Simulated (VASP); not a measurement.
Wanted: the native input for a VASP 6.6.1 run.

- Task: single point
- Functional: PBE
- Potentials or basis: VASP PAW PBE potentials, release 64 (Al, B, P)
- Cutoff: 520 eV
- k mesh: 6 × 6 × 6
- Occupations: gaussian, width 0.1 eV
- Spin: no spin polarisation
- Dipole correction: no
- Further INCAR settings: ALGO = Normal; EDIFF = 1e-06; NBANDS = 31

The structure of Al3B2P5 lies in POSCAR:

```
Al3B2P5
1.0
   -1.7861323663      1.7861323663     13.2937809436
    1.7861323663     -1.7861323663     13.2937809436
    1.7861323663      1.7861323663    -13.2937809436
Al B P
3 2 5
Direct
    0.8054704627      0.8054704627      0.0000000000
    0.0000000000      0.0000000000      0.0000000000
    0.1945295373      0.1945295373      0.0000000000
    0.4028491551      0.4028491551      0.0000000000
    0.5971508449      0.5971508449      0.0000000000
    0.3621516393      0.8621516393      0.5000000000
    0.9434603788      0.4434603788      0.5000000000
    0.5565396212      0.0565396212      0.5000000000
    0.1378483607      0.6378483607      0.5000000000
    0.7500000000      0.2500000000      0.5000000000
```

These files were run (other wordings do the same):

INCAR

```
SYSTEM = Al3B2P5
PREC = Accurate
ENCUT = 520
EDIFF = 1E-6
ISMEAR = 0
SIGMA = 0.1
LREAL = .False.
LASPH = .True.
NELM = 100
ALGO = Normal
ISIF = 2
LWAVE = .False.
LCHARG = .False.
GGA = PE
NBANDS = 31
```

KPOINTS

```
regular mesh
0
Gamma
  6 6 6
  0 0 0
```

Potentials or basis: VASP PAW PBE potentials, release 64 (Al, B, P).

Run with:

```console
$ cat potpaw_PBE.64/Al/POTCAR potpaw_PBE.64/B/POTCAR potpaw_PBE.64/P/POTCAR > POTCAR
$ mpirun -np 1 vasp_std > vasp.out
```

Results of the run:

The pressure is 0.0 GPa and the largest force is 0.025 eV/Å. The band gap on the k mesh is 0.82 eV (least direct gap 0.88 eV).

It took 32 min on 1 thread of AMD EPYC 9R45 96-Core Processor (Zen 5) (shared host), peak memory 1.9 GiB.
